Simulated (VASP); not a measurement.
# Pt (I4/mmm) in VASP: single point with PBEsol

Aim: the single point of Pt with PBEsol.

Program: VASP 6.6.1. These are calculated values, not measurements. Logs are shortened: lines on timing, memory, paths and dates and some standing lists are left out, and cuts for length are marked.

## 1. The cell of the first run

The structure is tetragonal, space group I4/mmm (No. 139). The conventional cell has a = 2.768 Å, b = 2.768 Å, c = 4.152 Å, α = 90.00°, β = 90.00°, γ = 90.00°. Pt (site symmetry 4/mmm) has 12 Pt at 2.77 to 2.85 Å within 3.6 Å.

## 2. Single point, PBEsol

Input file INCAR:

```
PREC = Accurate
ENCUT = 520
EDIFF = 1E-6
ISMEAR = 0
SIGMA = 0.15
LREAL = F
LASPH = T
NELM = 80
ALGO = Fast
ISIF = 2
LWAVE = F
LCHARG = F
GGA = PS
NBANDS = 11
```

Input file KPOINTS:

```
Automatic mesh
0
Gamma
  24 24 24
```

Input file POSCAR:

```
Pt
1.0
   -1.3839436438      1.3839436438      2.0759154658
    1.3839436438     -1.3839436438      2.0759154658
    1.3839436438      1.3839436438     -2.0759154658
Pt
1
Direct
    0.0000000000      0.0000000000      0.0000000000
```

Potentials or basis: VASP PAW PBE potentials, release 64 (Pt).

Run with:

```
cat potpaw_PBE.64/Pt/POTCAR > POTCAR
mpirun -np 1 vasp_std > vasp.out
```

OUTCAR:

```text
PREC = Accurate
   ENCUT = 520
   EDIFF = 1E-6
   ISMEAR = 0
   LREAL = F
   LASPH = T
   NELM = 80
   ISIF = 2
   GGA = PS

 ion  position               nearest neighbor table
   1  0.000  0.000  0.000-

  LATTYP: Found a body centered tetragonal cell.
 ALAT       =     2.7678872876
 C/A-ratio  =     1.5000000001

  Lattice vectors:

 A1 = (  -1.3839436438,   1.3839436438,   2.0759154658)
 A2 = (   1.3839436438,  -1.3839436438,   2.0759154658)
 A3 = (   1.3839436438,   1.3839436438,  -2.0759154658)

Analysis of symmetry for initial positions (statically):
=====================================================================
 Subroutine PRICEL returns:
 Original cell was already a primitive cell.

 Routine SETGRP: Setting up the symmetry group for a
 body centered tetragonal supercell.

 Subroutine GETGRP returns: Found 16 space group operations
 (whereof 16 operations were pure point group operations)
 out of a pool of 16 trial point group operations.

The static configuration has the point symmetry D_4h.

Analysis of symmetry for dynamics (positions and initial velocities):
=====================================================================
 Subroutine PRICEL returns:
 Original cell was already a primitive cell.

 Routine SETGRP: Setting up the symmetry group for a
 body centered tetragonal supercell.

 Subroutine GETGRP returns: Found 16 space group operations
 (whereof 16 operations were pure point group operations)
 out of a pool of 16 trial point group operations.

The dynamic configuration has the point symmetry D_4h.

 Subroutine INISYM returns: Found 16 space group operations
 (whereof 16 operations are pure point group operations),
 and found     1 'primitive' translations

----------------------------------------------------------------------------------------

                                     Primitive cell

  volume of cell :      15.9040

  direct lattice vectors                    reciprocal lattice vectors
    -1.383943644  1.383943644  2.075915466     0.000000000  0.361286388  0.240857592
     1.383943644 -1.383943644  2.075915466     0.361286388  0.000000000  0.240857592
     1.383943644  1.383943644 -2.075915466     0.361286388  0.361286388  0.000000000

  length of vectors
     2.853072912  2.853072912  2.853072912     0.434212199  0.434212199  0.510936110

  position of ions in fractional coordinates (direct lattice)
     0.000000000  0.000000000  0.000000000

  ion indices of the primitive-cell ions
   primitive index   ion index
                 1           1

----------------------------------------------------------------------------------------

 KPOINTS: Automatic mesh

Automatic generation of k-mesh.
 Grid dimensions read from file:
 generate k-points for:   24   24   24

 Generating k-lattice:

  Cartesian coordinates                     Fractional coordinates (reciprocal lattice)
     0.000000000  0.015053599  0.010035733     0.041666667  0.000000000  0.000000000
     0.015053599  0.000000000  0.010035733     0.000000000  0.041666667  0.000000000
     0.015053599  0.015053599  0.000000000     0.000000000  0.000000000  0.041666667

  Length of vectors
     0.018092175  0.018092175  0.021289005

  Shift w.r.t. Gamma in fractional coordinates (k-lattice)
     0.000000000  0.000000000  0.000000000

 Subroutine IBZKPT returns following result:
 ===========================================

 Found   1063 irreducible k-points:

 Following reciprocal coordinates:
            Coordinates               Weight
  0.000000  0.000000  0.000000      1.000000
  0.041667 -0.000000  0.000000      8.000000
  0.083333 -0.000000  0.000000      8.000000
  0.125000 -0.000000  0.000000      8.000000
  0.166667 -0.000000  0.000000      8.000000
  0.208333  0.000000  0.000000      8.000000
[... 16 lines left out ...]
  0.416667  0.041667  0.000000     16.000000
  0.458333  0.041667  0.000000     16.000000
 [... further k-points ...]
   k-points           NKPTS =   1063   k-points in BZ     NKDIM =   1063   number of bands    NBANDS=     11
   number of dos      NEDOS =    301   number of ions     NIONS =      1
   total plane-waves  NPLWV =  13824
   dimension x,y,z NGX =    24 NGY =   24 NGZ =   24
   dimension x,y,z NGXF=    48 NGYF=   48 NGZF=   48
   ions per type =               1
   NGX,Y,Z   is equivalent  to a cutoff of  13.98, 13.98, 13.98 a.u.
   NGXF,Y,Z  is equivalent  to a cutoff of  27.97, 27.97, 27.97 a.u.
 SYSTEM =  unknown system
   PREC   = accura    normal or accurate (medium, high low for compatibility)
   ISTART =      0    job   : 0-new  1-cont  2-samecut
   ICHARG =      2    charge: 1-file 2-atom 10-const
   ISPIN  =      1    spin polarized calculation?
   LNONCOLLINEAR =      F non collinear calculations
   LSORBIT =      F    spin-orbit coupling
   LASPH  =      T    aspherical Exc in radial PAW
   ENCUT  =  520.0 eV  38.22 Ry    6.18 a.u.   5.30  5.30  5.30*2*pi/ulx,y,z
   NELM   =     80;   NELMIN=  2; NELMDL= -5     # of ELM steps
   EDIFF  = 0.1E-05   stopping-criterion for ELM
   LREAL  =      F    real-space projection
[... 7 lines left out ...]
   TEBEG  =    0.0;   TEEND  =   0.0 temperature during run
   PSTRESS=    0.0 pullay stress
   NELECT =      10.0000    total number of electrons
   NUPDOWN=      -1.0000    fix difference up-down
   EMIN   =  10.00;   EMAX   =-10.00  energy-range for DOS
   EFERMI =   0.00;   METHOD = LEGACY
   ISMEAR =     0;   SIGMA  =   0.15  broadening in eV -4-tet -1-fermi 0-gaus
   EFERMI_NEDOS =   21; number of points for ismear=-14 and -15
   IALGO  =     68    algorithm
   IMIX   =      4    mixing-type and parameters
     AMIX     =   0.40;   BMIX     =  1.00
     AMIX_MAG =   1.60;   BMIX_MAG =  1.00
  volume/ion in A,a.u.               =      15.90       107.33
  Fermi-wavevector in a.u.,A,eV,Ry     =   1.402510  2.650360 26.763132  1.967035
  Thomas-Fermi vector in A             =   2.525265
   LORBIT       =      0    0 simple, 1 ext, 2 COOP (PROOUT), +10 PAW based schemes
   GGA     = PS    functional components
   LHFCALC =     F    Hartree Fock is set to
   AEXX    =    0.0000 exact exchange contribution
   IVDW    =     0    specifies the selected vdW correction
   LEPSILON=     F    determine dielectric tensor
   LRPA    =     F    only Hartree local field effects (RPA)
 non-spin polarized calculation
 RMM-DIIS sequential band-by-band and
 Gauss-broadening in eV      SIGMA  =   0.15
  energy-cutoff  :      520.00
  volume of cell :       15.90
 maximum number of plane-waves:       443
 NGX is ok and might be reduce to    24
   NGX = 11   NGY = 11   NGZ = 11

 number of electron      10.0000000 magnetization

 Free energy of the ion-electron system (eV)
  ---------------------------------------------------
  ext. energy  EPLUGINS =         0.00000000
  ---------------------------------------------------
  free energy    TOTEN  =        -6.92271342 eV

  energy without entropy =       -6.89936225  energy(sigma->0) =       -6.91103783

 E-fermi :  10.0811     XC(G=0): -13.3144

 val. band max:       10.0810629724   @ k =   0.4167   0.2083   0.0833
 cond. band min:      10.0839799797   @ k =  -0.4583   0.1667   0.0417
 fundamental gap:      0.0029170073
 Fermi energy:        10.0810653933

 k-point     1 :       0.0000    0.0000    0.0000
  band No.  band energies     occupation
      1       0.3946      2.00000
      2       6.1799      2.00000
      3       6.8532      2.00000
      4       6.8532      2.00000
      5       8.2002      2.00000
      6       8.9779      2.00000
      7      24.9125      0.00000
      8      28.6355      0.00000
      9      29.9716      0.00000
     10      29.9716      0.00000
     11      34.6975      0.00000

 k-point     2 :       0.0417   -0.0000    0.0000
  band No.  band energies     occupation
      1       0.4614      2.00000
      2       6.1930      2.00000
      3       6.8366      2.00000
      4       6.8791      2.00000
      5       8.1919      2.00000
      6       8.9575      2.00000
      7      25.0126      0.00000
      8      28.5861      0.00000
      9      29.7079      0.00000
     10      30.0717      0.00000
     11      35.1326      0.00000

 k-point     3 :       0.0833   -0.0000    0.0000
  band No.  band energies     occupation
      1       0.6587      2.00000
      2       6.2200      2.00000
      3       6.7987      2.00000
      4       6.9528      2.00000
      5       8.1755      2.00000
      6       8.9026      2.00000
      7      25.2957      0.00000
      8      28.0771      0.00000
      9      29.5547      0.00000
     10      30.3657      0.00000
     11      35.9238      0.00000

 k-point     4 :       0.1250   -0.0000    0.0000
  band No.  band energies     occupation
      1       0.9766      2.00000
      2       6.2293      2.00000
      3       6.7685      2.00000
      4       7.0602      2.00000
      5       8.1772      2.00000
      6       8.8316      2.00000
      7      25.7019      0.00000
      8      27.0494      0.00000
      9      29.8909      0.00000
     10      30.8325      0.00000
     11      35.3416      0.00000
[... 239 lines left out ...]
 k-point    22 :       0.3750    0.0417    0.0000
  band No.  band energies     occupation
      1       3.2868      2.00000
      2       6.3821      2.00000
      3       6.9884      2.00000
      4       7.9266      2.00000
      5       9.6160      1.99999
      6      10.0135      1.47616
      7      18.0277      0.00000
      8      24.9010      0.00000
      9      29.0923      0.00000
     10      30.1306      0.00000
     11      35.4578      0.00000

 k-point    23 :       0.4167    0.0417    0.0000
  band No.  band energies     occupation
      1       3.3240      2.00000
      2       6.3183      2.00000
      3       6.9105      2.00000
      4       8.6579      2.00000
      5       9.9106      1.89195
      6      10.3194      0.02464
      7      16.6842      0.00000
      8      24.5882      0.00000
      9      28.5671      0.00000
     10      29.4668      0.00000
     11      36.2186      0.00000

 k-point    24 :       0.4583    0.0417    0.0000
  band No.  band energies     occupation
      1       3.3323      2.00000
      2       6.2852      2.00000
      3       6.8632      2.00000
      4       9.1138      2.00000
      5      10.1156      0.74447
      6      10.6230      0.00000
      7      15.7427      0.00000
      8      24.4145      0.00000
      9      28.2226      0.00000
     10      29.1343      0.00000
     11      36.6305      0.00000

 [... further k-points ...]

------------------------ aborting loop because EDIFF is reached ----------------------------------------

  FORCE on cell =-STRESS in cart. coord.  units (eV):
  Direction    XX          YY          ZZ          XY          YZ          ZX
  --------------------------------------------------------------------------------------
  -------------------------------------------------------------------------------------
  Total       -1.1728978     -1.1728978     -1.7590768      0.0000000      0.0000000      0.0000000
  in kB     -118.1583174   -118.1583174   -177.2102802      0.0000000      0.0000000      0.0000000
  external PRESSURE =    -137.8423050 kB  Pullay stress =       0.0000000 kB

 VOLUME and BASIS-vectors are now :
 -----------------------------------------------------------------------------
  energy-cutoff  :      520.00
  volume of cell :       15.90
      direct lattice vectors                 reciprocal lattice vectors
    -1.383943644  1.383943644  2.075915466     0.000000000  0.361286388  0.240857592
     1.383943644 -1.383943644  2.075915466     0.361286388  0.000000000  0.240857592
     1.383943644  1.383943644 -2.075915466     0.361286388  0.361286388  0.000000000

 POSITION                                       TOTAL-FORCE (eV/Angst)
 -----------------------------------------------------------------------------------
      0.00000      0.00000      0.00000        -0.000000     -0.000000      0.000000
 -----------------------------------------------------------------------------------
    total drift:                               -0.000000      0.000000     -0.000000

  FREE ENERGIE OF THE ION-ELECTRON SYSTEM (eV)
  ---------------------------------------------------
  free  energy   TOTEN  =        -6.9227134168 eV

  energy  without entropy=       -6.8993622474  energy(sigma->0) =       -6.91103783
```

Run time: 55 s. Hardware: 1 thread of Intel Xeon 6975P-C (Granite Rapids), shared host; peak memory 0.3 GiB.

What came out:

```
Free energy            : -6.9227 eV
Pressure               : -13.8 GPa
Band gap on the k mesh : zero (bands 5 and 6 overlap by 2.31 eV)
```

Caveat: the cell stands under tension; the PAW data sets were made with another functional, which shifts forces and pressure a little; spin-orbit coupling is left out, which moves the levels of the heavy elements.
